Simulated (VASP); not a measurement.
# AlAs (d.b) (F-43m) in VASP: single point with PBE+D3(BJ)

Aim: the single point of AlAs (d.b) with PBE+D3(BJ).

Everything below comes from runs of VASP 6.6.1. Logs are shortened: lines on timing, memory, paths and dates and some standing lists are left out, and cuts for length are marked.

## 1. The cell of the first run

Symmetry: F-43m, No. 216, cubic system. Conventional cell: a = 5.664 Å, b = 5.664 Å, c = 5.664 Å, α = 90.00°, β = 90.00°, γ = 90.00°. Al (site symmetry -43m) has 4 As at 2.45 Å within 3.2 Å. As (site symmetry -43m) has 4 Al at 2.45 Å within 3.2 Å.

## 2. Single point, PBE+D3(BJ)

File INCAR:

```
  PREC = Accurate
  ENCUT = 500
  EDIFF = 1E-6
  ISMEAR = 0
  SIGMA = 0.02
  LREAL = False
  LASPH = True
  NELM = 120
  ALGO = Normal
  ISIF = 2
  LWAVE = False
  LCHARG = True
  GGA = PE
  IVDW = 12
  LELF = True
  LVHAR = True
  NBANDS = 11
  GGA_COMPAT = False
```

File KPOINTS:

```
regular mesh
0
Gamma
  8 8 8
```

File POSCAR:

```
AlAs
1.0
    0.0000000000      2.8321860989      2.8321860989
    2.8321860989      0.0000000000      2.8321860989
    2.8321860989      2.8321860989      0.0000000000
Al As
1 1
Direct
    0.0000000000      0.0000000000      0.0000000000
    0.2500000000      0.2500000000      0.2500000000
```

Potentials or basis: VASP PAW PBE potentials, release 64 (Al, As).

Started as:

```
$ cat potpaw_PBE.64/Al/POTCAR potpaw_PBE.64/As/POTCAR > POTCAR
$ mpirun -np 1 vasp_std > vasp.out
```

OUTCAR:

```text
PREC = Accurate
   ENCUT = 500
   EDIFF = 1E-6
   ISMEAR = 0
   LREAL = False
   LASPH = True
   NELM = 120
   ISIF = 2
   GGA = PE
   IVDW = 12
 IVDW          = 12

 ion  position               nearest neighbor table
   1  0.000  0.000  0.000-   2 2.45   2 2.45   2 2.45   2 2.45
   2  0.250  0.250  0.250-   1 2.45   1 2.45   1 2.45   1 2.45

  LATTYP: Found a face centered cubic cell.
 ALAT       =     5.6643721978

  Lattice vectors:

 A1 = (   0.0000000000,   2.8321860989,   2.8321860989)
 A2 = (   2.8321860989,   0.0000000000,   2.8321860989)
 A3 = (   2.8321860989,   2.8321860989,   0.0000000000)

Analysis of symmetry for initial positions (statically):
=====================================================================
 Subroutine PRICEL returns:
 Original cell was already a primitive cell.

 Routine SETGRP: Setting up the symmetry group for a
 face centered cubic supercell.

 Subroutine GETGRP returns: Found 24 space group operations
 (whereof 24 operations were pure point group operations)
 out of a pool of 48 trial point group operations.

The static configuration has the point symmetry T_d .

Analysis of symmetry for dynamics (positions and initial velocities):
=====================================================================
 Subroutine PRICEL returns:
 Original cell was already a primitive cell.

 Routine SETGRP: Setting up the symmetry group for a
 face centered cubic supercell.

 Subroutine GETGRP returns: Found 24 space group operations
 (whereof 24 operations were pure point group operations)
 out of a pool of 48 trial point group operations.

The dynamic configuration has the point symmetry T_d .

 Subroutine INISYM returns: Found 24 space group operations
 (whereof 24 operations are pure point group operations),
 and found     1 'primitive' translations

----------------------------------------------------------------------------------------

                                     Primitive cell

  volume of cell :      45.4355

  direct lattice vectors                    reciprocal lattice vectors
     0.000000000  2.832186099  2.832186099    -0.176542071  0.176542071  0.176542071
     2.832186099  0.000000000  2.832186099     0.176542071 -0.176542071  0.176542071
     2.832186099  2.832186099  0.000000000     0.176542071  0.176542071 -0.176542071

  length of vectors
     4.005315992  4.005315992  4.005315992     0.305779837  0.305779837  0.305779837

  position of ions in fractional coordinates (direct lattice)
     0.000000000  0.000000000  0.000000000
     0.250000000  0.250000000  0.250000000

  ion indices of the primitive-cell ions
   primitive index   ion index
                 1           1
                 2           2

----------------------------------------------------------------------------------------

 KPOINTS: regular mesh

Automatic generation of k-mesh.
 Grid dimensions read from file:
 generate k-points for:    8    8    8

 Generating k-lattice:

  Cartesian coordinates                     Fractional coordinates (reciprocal lattice)
    -0.022067759  0.022067759  0.022067759     0.125000000  0.000000000  0.000000000
     0.022067759 -0.022067759  0.022067759     0.000000000  0.125000000  0.000000000
     0.022067759  0.022067759 -0.022067759     0.000000000  0.000000000  0.125000000

  Length of vectors
     0.038222480  0.038222480  0.038222480

  Shift w.r.t. Gamma in fractional coordinates (k-lattice)
     0.000000000  0.000000000  0.000000000

 Subroutine IBZKPT returns following result:
 ===========================================

 Found     29 irreducible k-points:

 Following reciprocal coordinates:
            Coordinates               Weight
  0.000000  0.000000  0.000000      1.000000
  0.125000  0.000000  0.000000      8.000000
  0.250000  0.000000  0.000000      8.000000
  0.375000  0.000000  0.000000      8.000000
  0.500000  0.000000  0.000000      4.000000
  0.125000  0.125000  0.000000      6.000000
[... 16 lines left out ...]
  0.500000  0.250000  0.125000     48.000000
 -0.375000  0.250000  0.125000     24.000000
 [... further k-points ...]
   k-points           NKPTS =     29   k-points in BZ     NKDIM =     29   number of bands    NBANDS=     11
   number of dos      NEDOS =    301   number of ions     NIONS =      2
   total plane-waves  NPLWV =  27000
   dimension x,y,z NGX =    30 NGY =   30 NGZ =   30
   dimension x,y,z NGXF=    60 NGYF=   60 NGZF=   60
   ions per type =               1   1
   NGX,Y,Z   is equivalent  to a cutoff of  12.45, 12.45, 12.45 a.u.
   NGXF,Y,Z  is equivalent  to a cutoff of  24.90, 24.90, 24.90 a.u.
 SYSTEM =  unknown system
   PREC   = accura    normal or accurate (medium, high low for compatibility)
   ISTART =      0    job   : 0-new  1-cont  2-samecut
   ICHARG =      2    charge: 1-file 2-atom 10-const
   ISPIN  =      1    spin polarized calculation?
   LNONCOLLINEAR =      F non collinear calculations
   LSORBIT =      F    spin-orbit coupling
   LASPH  =      T    aspherical Exc in radial PAW
   ENCUT  =  500.0 eV  36.75 Ry    6.06 a.u.   7.30  7.30  7.30*2*pi/ulx,y,z
   NELM   =    120;   NELMIN=  2; NELMDL= -5     # of ELM steps
   EDIFF  = 0.1E-05   stopping-criterion for ELM
   LREAL  =      F    real-space projection
   EDIFFG = 0.1E-04   stopping-criterion for IOM
   NSW    =      0    number of steps for IOM
   IBRION =     -1    ionic relax: 0-MD 1-quasi-New 2-CG
   NFREE  =      0    steps in history (QN), initial steepest desc. (CG)
   ISIF   =      2    stress and relaxation
   ISYM   =      2    0-nonsym 1-usesym 2-fastsym
   POTIM  = 0.5000    time-step for ionic-motion
   TEBEG  =    0.0;   TEEND  =   0.0 temperature during run
   PSTRESS=    0.0 pullay stress
   NELECT =       8.0000    total number of electrons
   NUPDOWN=      -1.0000    fix difference up-down
   EMIN   =  10.00;   EMAX   =-10.00  energy-range for DOS
   EFERMI =   0.00;   METHOD = LEGACY
   ISMEAR =     0;   SIGMA  =   0.02  broadening in eV -4-tet -1-fermi 0-gaus
   EFERMI_NEDOS =   21; number of points for ismear=-14 and -15
   IALGO  =     38    algorithm
   IMIX   =      4    mixing-type and parameters
     AMIX     =   0.40;   BMIX     =  1.00
     AMIX_MAG =   1.60;   BMIX_MAG =  1.00
  volume/ion in A,a.u.               =      22.72       153.31
  Fermi-wavevector in a.u.,A,eV,Ry     =   0.917571  1.733958 11.455244  0.841937
  Thomas-Fermi vector in A             =   2.042555
   LORBIT       =      0    0 simple, 1 ext, 2 COOP (PROOUT), +10 PAW based schemes
   GGA     = PE    functional components
   LHFCALC =     F    Hartree Fock is set to
   AEXX    =    0.0000 exact exchange contribution
   IVDW    =    12    specifies the selected vdW correction
   LEPSILON=     F    determine dielectric tensor
   LRPA    =     F    only Hartree local field effects (RPA)
 non-spin polarized calculation
 Gauss-broadening in eV      SIGMA  =   0.02
  energy-cutoff  :      500.00
  volume of cell :       45.44
 maximum number of plane-waves:      1174
 NGX is ok and might be reduce to    30
   NGX = 15   NGY = 15   NGZ = 15

 number of electron       8.0000000 magnetization

 Free energy of the ion-electron system (eV)
  ---------------------------------------------------
  ext. energy  EPLUGINS =         0.00000000
  ---------------------------------------------------
  free energy    TOTEN  =        -9.37482222 eV

  energy without entropy =       -9.37482222  energy(sigma->0) =       -9.37482222

 E-fermi :   4.0107     XC(G=0):  -9.0342

 val. band max:        3.8733825555   @ k =   0.0000   0.0000   0.0000
 cond. band min:       5.3113304186   @ k =   0.5000   0.5000   0.0000
 fundamental gap:      1.4379478631
 Fermi energy:         4.0107421928

 k-point     1 :       0.0000    0.0000    0.0000
  band No.  band energies     occupation
      1      -7.9808      2.00000
      2       3.8734      2.00000
      3       3.8734      2.00000
      4       3.8734      2.00000
      5       5.9194      0.00000
      6       8.1573      0.00000
      7       8.1573      0.00000
      8       8.1573      0.00000
      9      12.7340      0.00000
     10      12.8811      0.00000
     11      12.8811      0.00000

 k-point     2 :       0.1250    0.0000    0.0000
  band No.  band energies     occupation
      1      -7.8282      2.00000
      2       2.4478      2.00000
      3       3.7125      2.00000
      4       3.7125      2.00000
      5       6.6632      0.00000
      6       8.4390      0.00000
      7       8.4390      0.00000
      8       8.5644      0.00000
      9      12.2797      0.00000
     10      12.2797      0.00000
     11      13.4541      0.00000

 k-point     3 :       0.2500    0.0000    0.0000
  band No.  band energies     occupation
      1      -7.4047      2.00000
      2       0.4914      2.00000
      3       3.3950      2.00000
      4       3.3950      2.00000
      5       6.4836      0.00000
      6       8.7810      0.00000
      7       8.7810      0.00000
      8      10.3176      0.00000
      9      12.1765      0.00000
     10      12.1765      0.00000
     11      13.2660      0.00000

 k-point     4 :       0.3750    0.0000    0.0000
  band No.  band energies     occupation
      1      -6.8569      2.00000
      2      -1.0553      2.00000
      3       3.1414      2.00000
      4       3.1414      2.00000
      5       6.1394      0.00000
      6       8.6679      0.00000
      7       8.6679      0.00000
      8      11.5827      0.00000
      9      13.4727      0.00000
     10      13.4727      0.00000
     11      13.6040      0.00000

 k-point     5 :       0.5000    0.0000    0.0000
  band No.  band energies     occupation
      1      -6.5642      2.00000
      2      -1.6902      2.00000
      3       3.0493      2.00000
      4       3.0493      2.00000
      5       6.0097      0.00000
      6       8.5519      0.00000
      7       8.5519      0.00000
      8      11.6203      0.00000
      9      15.0529      0.00000
     10      15.4256      0.00000
     11      15.4256      0.00000
[... 211 lines left out ...]
 k-point    21 :       0.5000    0.5000    0.0000
  band No.  band energies     occupation
      1      -6.0150      2.00000
      2      -1.5523      2.00000
      3       1.7034      2.00000
      4       1.7034      2.00000
      5       5.3113      0.00000
      6       6.1657      0.00000
      7      14.1943      0.00000
      8      14.1943      0.00000
      9      15.6276      0.00000
     10      16.4206      0.00000
     11      16.4206      0.00000

 k-point    22 :       0.3750    0.2500    0.1250
  band No.  band energies     occupation
      1      -7.0503      2.00000
      2       0.1129      2.00000
      3       1.9228      2.00000
      4       2.8987      2.00000
      5       7.4657      0.00000
      6       8.1438      0.00000
      7       9.1734      0.00000
      8      10.3959      0.00000
      9      12.0453      0.00000
     10      14.3077      0.00000
     11      15.8988      0.00000

 k-point    23 :       0.5000    0.2500    0.1250
  band No.  band energies     occupation
      1      -6.5571      2.00000
      2      -0.9012      2.00000
      3       1.3383      2.00000
      4       2.5172      2.00000
      5       7.5506      0.00000
      6       8.3312      0.00000
      7       9.6567      0.00000
      8      10.7347      0.00000
      9      13.2114      0.00000
     10      14.4195      0.00000
     11      16.0433      0.00000

 k-point    24 :      -0.3750    0.2500    0.1250
  band No.  band energies     occupation
      1      -6.3022      2.00000
      2      -1.3816      2.00000
      3       1.1876      2.00000
      4       2.3342      2.00000
      5       7.5389      0.00000
      6       8.1166      0.00000
      7      10.5467      0.00000
      8      11.5102      0.00000
      9      12.2262      0.00000
     10      14.8788      0.00000
     11      16.1623      0.00000

 [... further k-points ...]

------------------------ aborting loop because EDIFF is reached ----------------------------------------

 Edisp (eV)   -0.63305

 E8    (eV) :    -0.2766

  FORCE on cell =-STRESS in cart. coord.  units (eV):
  Direction    XX          YY          ZZ          XY          YZ          ZX
  --------------------------------------------------------------------------------------
  -------------------------------------------------------------------------------------
  Total       0.05593     0.05593     0.05593     0.00000     0.00000     0.00000
  in kB       1.97227     1.97227     1.97227     0.00000     0.00000     0.00000
  external pressure =        1.97 kB  Pullay stress =        0.00 kB

 VOLUME and BASIS-vectors are now :
 -----------------------------------------------------------------------------
  energy-cutoff  :      500.00
  volume of cell :       45.44
      direct lattice vectors                 reciprocal lattice vectors
     0.000000000  2.832186099  2.832186099    -0.176542071  0.176542071  0.176542071
     2.832186099  0.000000000  2.832186099     0.176542071 -0.176542071  0.176542071
     2.832186099  2.832186099  0.000000000     0.176542071  0.176542071 -0.176542071

 POSITION                                       TOTAL-FORCE (eV/Angst)
 -----------------------------------------------------------------------------------
      0.00000      0.00000      0.00000         0.000000      0.000000      0.000000
      1.41609      1.41609      1.41609        -0.000000     -0.000000     -0.000000
 -----------------------------------------------------------------------------------
    total drift:                               -0.000000     -0.000000     -0.000000

  FREE ENERGIE OF THE ION-ELECTRON SYSTEM (eV)
  ---------------------------------------------------
  free  energy   TOTEN  =       -10.0078711179 eV

  energy  without entropy=      -10.0078711179  energy(sigma->0) =      -10.00787112
```

Run time: 14 s. Hardware: 1 thread of Intel Xeon 6975P-C, shared host; peak memory 0.18 GiB.

What came out:

| Quantity | Value |
| --- | --- |
| Free energy | -10.0079 eV |
| Pressure | 0.2 GPa |
| Band gap on the k mesh | 1.44 eV, indirect (least direct gap 2.05 eV) |
| Dispersion energy per atom | -0.317 eV |

A k mesh can miss the band edges.
